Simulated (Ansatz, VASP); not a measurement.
# In4Ru: VASP beside Ansatz

INCAR

```
  PREC = Accurate
  ENCUT = 600
  EDIFF = 1E-7
  ISMEAR = 0
  SIGMA = 0.2
  LREAL = F
  LASPH = T
  NELM = 80
  ALGO = Fast
  ISIF = 3
  LWAVE = F
  LCHARG = F
  GGA = PE
  IBRION = 2
  NSW = 36
  EDIFFG = -0.08
```

Contents of KPOINTS:

```
regular mesh
0
Gamma
  4 4 3
```

File POSCAR:

```
In4Ru
1.0
    4.9203493900      0.0000000000      0.0000000000
   -2.4601746900      4.2611475600      0.0000000000
    0.0000000000      0.0000000000      5.5484510100
In Ru
4 1
Direct
    0.3333333300      0.6666666700      0.7435196000
    0.6666666700      0.3333333300      0.7435196000
    0.6666666700      0.3333333300      0.2564804000
    0.3333333300      0.6666666700      0.2564804000
    0.0000000000      0.0000000000      0.0000000000
```

Input for Ansatz:

```yaml
crystal:
  lattice:
    - [4.92034939, 0.0, 0.0]
    - [-2.46017469, 4.26114756, 0.0]
    - [0.0, 0.0, 5.54845101]
  atoms:
    - { symbol: In, position: [0.33333333, 0.66666667, 0.7435196] }
    - { symbol: In, position: [0.66666667, 0.33333333, 0.7435196] }
    - { symbol: In, position: [0.66666667, 0.33333333, 0.2564804] }
    - { symbol: In, position: [0.33333333, 0.66666667, 0.2564804] }
    - { symbol: Ru, position: [0.0, 0.0, 0.0] }
basis:
  ecutwfc: 420
kpoints:
  mp_grid: { grid: [4, 4, 3] }
hamiltonian:
  xc: pbe
scf:
  occupations: { method: gaussian, width: 0.2 }
  lower_state_search: "off"
output:
  forces: true
  stress: true
  eigenvalues: true
relax:
  adjacent_minimum: "off"
  f_tol: 0.08
  max_steps: 16
  cell: { stress_tol: 0.8 }
```

Alike in both runs: task relaxation of cell and atoms; functional PBE; k mesh 4 × 4 × 3; occupations gaussian, width 0.2 eV; no spin polarisation.

|  | VASP | Ansatz |
| --- | --- | --- |
| version | VASP 6.6.1 | Ansatz 0.2.0 |
| potentials or method | VASP PAW PBE potentials, release 64 (In_d, Ru_pv), cutoff 600 eV | scalar-relativistic, plane waves, PAW |
| valence electrons in the cell | 66 | 68 |

|  | VASP | Ansatz | Ansatz less VASP |
| --- | --- | --- | --- |
| gap on the k mesh at the Fermi level, each at its own relaxed structure (eV) | none | none | - |
| relaxed volume (Å³/atom) | 24.10 | 24.00 | -0.100 |
| relaxed cell length with the largest relative difference (Å) | 6.063 | 6.043 | -0.0198 |

A gap of «none» marks a metal or a gap that the smearing closes. VASP's potentials hold 66 valence electrons a cell and Ansatz's 68, so a difference there can come from the potentials and not from the codes.

The k mesh is coarse, so the values compare programs but aren't converged.
